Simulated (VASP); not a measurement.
The system is Tc3Os.

```
CELL_PARAMETERS angstrom
2.74308 0.00000 0.00000
-1.37154 2.37558 0.00000
0.00000 0.00000 8.71921
ATOMIC_POSITIONS crystal
Tc 0.66667 0.33333 0.50000
Tc 0.33333 0.66667 0.24917
Tc 0.33333 0.66667 0.75083
Os 0.66667 0.33333 0.00000
```

```yaml
Program: VASP 6.6.1
Task: relaxation of volume and atoms at fixed shape
Functional: LDA
Potentials_or_basis: VASP PAW LDA potentials, release 64 (Tc_pv, Os)
Cutoff: 600 eV
k_mesh: 9 × 9 × 3
Occupations: gaussian, width 0.1 eV
Spin: no spin polarisation
```

At the start: pressure -10.6 GPa; volume 14.20 Å³/atom.

Where does the relaxation end?

Over 7 steps the energy falls by 14.6 meV/atom and the volume is 13.78 Å³/atom (-3.0 %); space group P-6m2 (No. 187, to 0.05 Å).

The path:
```csv
step,energy change (eV),largest force (eV/Å),pressure (GPa),volume (Å³)
1,0.0000,0.0273,-10.61,56.82
2,0.7687,0.4254,51.53,49.43
3,-0.0582,0.0441,-0.55,55.19
4,-0.0583,0.0473,-0.09,55.12
5,-0.0583,0.0489,0.14,55.08
6,-0.0583,0.0044,-0.42,55.16
7,-0.0584,0.0231,-0.20,55.13
```

Final structure:
```cif
data_structure
_symmetry_space_group_name_H-M 'P 1'
_symmetry_Int_Tables_number 1
_cell_length_a 2.7156
_cell_length_b 2.7156
_cell_length_c 8.6320
_cell_angle_alpha 90.000
_cell_angle_beta 90.000
_cell_angle_gamma 120.000
_cell_volume 55.13
loop_
_atom_site_label
_atom_site_type_symbol
_atom_site_fract_x
_atom_site_fract_y
_atom_site_fract_z
_atom_site_occupancy
Tc1 Tc 0.66667 0.33333 0.50000 1
Tc2 Tc 0.33333 0.66667 0.24928 1
Tc3 Tc 0.33333 0.66667 0.75072 1
Os1 Os 0.66667 0.33333 0.00000 1
```
